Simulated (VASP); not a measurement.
# PtSe2 (P-3m1) in VASP: further runs

PtSe2 is run at these levels: PBE+U; tasks: single point.

Program: VASP 6.6.1. These are calculated values, not measurements. Logs are shortened: lines on timing, memory, paths and dates and some standing lists are left out, and cuts for length are marked.

**1. The cell of the first run**

Symmetry: P-3m1, No. 164, trigonal system. The conventional cell has a = 3.724 Å, b = 3.724 Å, c = 5.062 Å, α = 90.00°, β = 90.00°, γ = 120.00°. Within 3.3 Å of Pt (site symmetry -3m) lie 6 Se at 2.49 Å. Within 3.3 Å of Se (site symmetry 3m) lie 3 Pt at 2.49 Å.

**2. Single point, PBE+U, collinear spin, zero start**

The input, INCAR:

```
SYSTEM = PtSe2
  PREC = Accurate
  ENCUT = 520
  EDIFF = 1E-7
  ISMEAR = 0
  SIGMA = 0.05
  LREAL = .False.
  LASPH = .True.
  NELM = 150
  ALGO = Normal
  ISIF = 2
  LWAVE = .False.
  LCHARG = .False.
  ISPIN = 2
  MAGMOM = 0 0 0
  LORBIT = 11
  LMAXMIX = 4
  LDAU = .True.
  LDAUTYPE = 2
  LDAUL = 2 -1
  LDAUU = 8 0
  LDAUJ = 0 0
  LDAUPRINT = 1
  GGA = PE
  NBANDS = 22
```

The input, KPOINTS:

```
Automatic mesh
0
Gamma
  6 6 4
  0 0 0
```

The input, POSCAR:

```
PtSe2
1.0
    3.7240002900      0.0000000000      0.0000000000
   -1.8620001500      3.2250788600      0.0000000000
    0.0000000000      0.0000000000      5.0619995800
Pt Se
1 2
Direct
    0.0000000000      0.0000000000      0.0000000000
    0.3333333333      0.6666666667      0.2500000000
    0.6666666667      0.3333333333      0.7500000000
```

Potentials or basis: VASP PAW PBE potentials, release 64 (Pt, Se).

Launch:

```
cat potpaw_PBE.64/Pt/POTCAR potpaw_PBE.64/Se/POTCAR > POTCAR
mpirun -np 1 vasp_std > vasp.out
```

OUTCAR:

```text
SYSTEM = PtSe2
   PREC = Accurate
   ENCUT = 520
   EDIFF = 1E-7
   ISMEAR = 0
   LREAL = .False.
   LASPH = .True.
   NELM = 150
   ISIF = 2
   ISPIN = 2
   LORBIT = 11
   GGA = PE

 ion  position               nearest neighbor table
   1  0.000  0.000  0.000-   3 2.49   2 2.49   3 2.49   2 2.49   3 2.49   2 2.49
   2  0.333  0.667  0.250-   1 2.49   1 2.49   1 2.49
   3  0.667  0.333  0.750-   1 2.49   1 2.49   1 2.49

  LATTYP: Found a hexagonal cell.
 ALAT       =     3.7240002900
 C/A-ratio  =     1.3592908662

  Lattice vectors:

 A1 = (   3.7240002900,   0.0000000000,   0.0000000000)
 A2 = (  -1.8620001500,   3.2250788600,   0.0000000000)
 A3 = (   0.0000000000,   0.0000000000,   5.0619995800)

Analysis of symmetry for initial positions (statically):
=====================================================================
 Subroutine PRICEL returns:
 Original cell was already a primitive cell.

 Routine SETGRP: Setting up the symmetry group for a
 hexagonal supercell.

 Subroutine GETGRP returns: Found 12 space group operations
 (whereof 12 operations were pure point group operations)
 out of a pool of 24 trial point group operations.

The static configuration has the point symmetry D_3d.

Analysis of symmetry for dynamics (positions and initial velocities):
=====================================================================
 Subroutine PRICEL returns:
 Original cell was already a primitive cell.

 Routine SETGRP: Setting up the symmetry group for a
 hexagonal supercell.

 Subroutine GETGRP returns: Found 12 space group operations
 (whereof 12 operations were pure point group operations)
 out of a pool of 24 trial point group operations.

The dynamic configuration has the point symmetry D_3d.

Analysis of structural, dynamic, and magnetic symmetry:
=====================================================================
 Subroutine PRICEL returns:
 Original cell was already a primitive cell.

 Routine SETGRP: Setting up the symmetry group for a
 hexagonal supercell.

 Subroutine GETGRP returns: Found 12 space group operations
[... 175 lines left out ...]
  o =  0.9715  v =  0.0000  0.0000  0.0000  0.0000  0.0000  0.0000  0.0000 -1.0000  0.0000  0.0000      0.0000  0.0000  0.0000  0.0000  0.0000  0.0000  0.0000  0.0000  0.0000  0.0000
  o =  0.9759  v =  0.7359  0.2283  0.0000  0.5635  0.2981  0.0000  0.0000  0.0000  0.0000  0.0000      0.0000  0.0000  0.0000  0.0000  0.0000  0.0000  0.0000  0.0000  0.0000  0.0000
  o =  0.9759  v = -0.2981  0.5635  0.0000 -0.2283  0.7359  0.0000  0.0000  0.0000  0.0000  0.0000      0.0000  0.0000  0.0000  0.0000  0.0000  0.0000  0.0000  0.0000  0.0000  0.0000
  o =  0.9759  v =  0.0000  0.0000  0.0000  0.0000  0.0000  0.7359  0.2283  0.0000  0.5635  0.2981      0.0000  0.0000  0.0000  0.0000  0.0000  0.0000  0.0000  0.0000  0.0000  0.0000
  o =  0.9759  v =  0.0000  0.0000  0.0000  0.0000  0.0000 -0.2981  0.5635  0.0000 -0.2283  0.7359      0.0000  0.0000  0.0000  0.0000  0.0000  0.0000  0.0000  0.0000  0.0000  0.0000

 number of electron      21.9999999 magnetization       0.0000006

 Free energy of the ion-electron system (eV)
  ---------------------------------------------------
  ext. energy  EPLUGINS =         0.00000000
  ---------------------------------------------------
  free energy    TOTEN  =        -9.36863725 eV

  energy without entropy =       -9.36690369  energy(sigma->0) =       -9.36777047

 E-fermi :   6.0601     XC(G=0): -10.5900

 val. band max:        5.9192608581   @ k =   0.3333   0.3333   0.0000
 cond. band min:       6.0717078851   @ k =   0.0000   0.3333   0.2500
 fundamental gap:      0.1524470270
 Fermi energy:         6.0600745305

 spin component 1

 k-point     1 :       0.0000    0.0000    0.0000
  band No.  band energies     occupation
      1      -9.2908      1.00000
      2      -6.5477      1.00000
      3      -1.8761      1.00000
      4      -1.2306      1.00000
      5      -1.2306      1.00000
      6       0.2309      1.00000
[... 589 lines left out ...]
     21      17.3420      0.00000
     22      18.9390      0.00000
 Fermi energy:         6.0600745305

 spin component 2

 k-point     1 :       0.0000    0.0000    0.0000
  band No.  band energies     occupation
      1      -9.2908      1.00000
      2      -6.5477      1.00000
      3      -1.8761      1.00000
      4      -1.2306      1.00000
      5      -1.2306      1.00000
      6       0.2309      1.00000
[... 589 lines left out ...]
     21      17.3420      0.00000
     22      18.9390      0.00000

------------------------ aborting loop because EDIFF is reached ----------------------------------------

  FORCE on cell =-STRESS in cart. coord.  units (eV):
  Direction    XX          YY          ZZ          XY          YZ          ZX
  --------------------------------------------------------------------------------------
  -------------------------------------------------------------------------------------
  Total        0.3054222      0.3054222      0.4353851     -0.0000000      0.0000000      0.0000000
  in kB        8.0489461      8.0489461     11.4739242     -0.0000000      0.0000000      0.0000000
  external PRESSURE =       9.1906055 kB  Pullay stress =       0.0000000 kB

 VOLUME and BASIS-vectors are now :
 -----------------------------------------------------------------------------
  energy-cutoff  :      520.00
  volume of cell :       60.80
      direct lattice vectors                 reciprocal lattice vectors
     3.724000290  0.000000000  0.000000000     0.268528443  0.155034969  0.000000000
    -1.862000150  3.225078860  0.000000000     0.000000000  0.310069937  0.000000000
     0.000000000  0.000000000  5.061999580     0.000000000  0.000000000  0.197550392

 POSITION                                       TOTAL-FORCE (eV/Angst)
 -----------------------------------------------------------------------------------
      0.00000      0.00000      0.00000        -0.000000      0.000000      0.000000
     -0.00000      2.15005      1.26550         0.000000      0.000000      0.139119
      1.86200      1.07503      3.79650        -0.000000     -0.000000     -0.139119
 -----------------------------------------------------------------------------------
    total drift:                               -0.000000     -0.000000     -0.000000

  FREE ENERGIE OF THE ION-ELECTRON SYSTEM (eV)
  ---------------------------------------------------
  free  energy   TOTEN  =        -9.3686372509 eV

  energy  without entropy=       -9.3669036949  energy(sigma->0) =       -9.36777047

 total charge

# of ion       s       p       d       tot
------------------------------------------
    1        0.631   0.661   8.829  10.121
    2        1.490   2.202   0.060   3.752
    3        1.490   2.202   0.060   3.752
--------------------------------------------------
tot          3.611   5.066   8.949  17.626

 magnetization (x)

# of ion       s       p       d       tot
------------------------------------------
    1        0.000   0.000  -0.000   0.000
    2        0.000  -0.000  -0.000  -0.000
    3        0.000  -0.000  -0.000  -0.000
--------------------------------------------------
tot          0.000  -0.000  -0.000   0.000
```

Wall time 32 s (1 thread of Intel Xeon 6975P-C (Granite Rapids), shared host); peak memory 0.22 GiB.

What came out:

| Item | Value |
| --- | --- |
| Free energy | -9.3686 eV |
| Pressure | 0.9 GPa |
| Largest force | 0.139 eV/Å |
| Band gap on the k mesh | zero (filled and empty bands overlap) |
| Net moment | 0.00 μB per cell |
| Valence electrons inside the program's atomic spheres | Pt 10.12; Se 3.75 |

Forces in eV/Å, atoms in the order of the input:
```
Pt   0.000  0.000  0.000
Se   0.000  0.000  0.139
Se   0.000  0.000 -0.139
```

Stress tensor (GPa, compression positive):
```
0.80 0.00 0.00
0.00 0.80 0.00
0.00 0.00 1.15
```

Eigenvalues of the final occupation matrices:
```tsv
site	spin	trace	eigenvalues
site 1 d	1	4.46	0.77 0.77 0.97 0.98 0.98
site 1 d	2	4.46	0.77 0.77 0.97 0.98 0.98
```

Caveat: spin-orbit coupling is left out, which moves the levels of the heavy elements.

**3. Single point, PBE+U, collinear spin, ferromagnetic start**

Changes to INCAR since step 2:

```diff
@@ -3,3 +3,3 @@
   ENCUT = 520
-  EDIFF = 1E-7
+  EDIFF = 1E-6
   ISMEAR = 0
@@ -14,3 +14,3 @@
   ISPIN = 2
-  MAGMOM = 0 0 0
+  MAGMOM = 4 0 0
   LORBIT = 11
```

KPOINTS is that of step 2.

POSCAR is that of step 2.

Potentials or basis: VASP PAW PBE potentials, release 64 (Pt, Se).

Launch:

```
cat potpaw_PBE.64/Pt/POTCAR potpaw_PBE.64/Se/POTCAR > POTCAR
mpirun -np 1 vasp_std > vasp.out
```

Wall time 33 s (1 thread of Intel Xeon 6975P-C (Granite Rapids), shared host); peak memory 0.22 GiB.

It converged, with:

```yaml
Free_energy: -9.3686 eV
Pressure: 0.9 GPa
Largest_force: 0.139 eV/Å
Band_gap_on_the_k_mesh: zero (filled and empty bands overlap)
Net_moment: 0.00 μB per cell
Valence_electrons_inside_the_program's_atomic_spheres: Pt 10.12; Se 3.75
```

Forces in eV/Å, atoms in the order of the input:
```
Pt   0.000  0.000  0.000
Se   0.000  0.000  0.139
Se   0.000  0.000 -0.139
```

Stress tensor (GPa, compression positive):
```
0.80 0.00 0.00
0.00 0.80 0.00
0.00 0.00 1.15
```

Levels at points of the mesh, in eV from the Fermi level:
Spin up:
```tsv
k point	band 8	band 9	band 10	band 11	band 12	band 13	band 14	band 15
(0.00, 0.00, 0.00)	-3.63	-0.70	-0.70	0.67	1.36	1.36	4.09	4.61
(0.50, 0.00, 0.00)	-3.81	-3.46	-3.41	-3.14	0.54	2.30	4.81	6.39
(0.00, 0.00, 0.50)	-2.68	-1.97	-1.17	-1.17	2.21	2.21	5.39	6.48
(0.50, 0.00, 0.50)	-4.90	-4.34	-2.40	-1.04	0.89	1.43	4.93	5.21
```
Spin down:
```tsv
k point	band 7	band 8	band 9	band 10	band 11	band 12	band 13	band 14	band 15	band 16
(0.00, 0.00, 0.00)	-5.83	-3.63	-0.70	-0.70	0.67	1.36	1.36	4.09	4.61	7.87
(0.50, 0.00, 0.00)	-5.18	-3.81	-3.45	-3.41	-3.14	0.54	2.30	4.81	6.39	7.17
(0.00, 0.00, 0.50)	-5.86	-2.68	-1.97	-1.17	-1.17	2.21	2.21	5.39	6.48	7.39
(0.50, 0.00, 0.50)	-5.48	-4.90	-4.34	-2.40	-1.04	0.89	1.43	4.93	5.21	7.58
```

Eigenvalues of the final occupation matrices:
| site | spin | trace | eigenvalues |
| --- | --- | --- | --- |
| site 1 d | 1 | 4.46 | 0.77 0.77 0.97 0.98 0.98 |
| site 1 d | 2 | 4.46 | 0.77 0.77 0.97 0.98 0.98 |

Caveat: spin-orbit coupling is left out, which moves the levels of the heavy elements. The state reached can hang on the start; a lower one may exist.
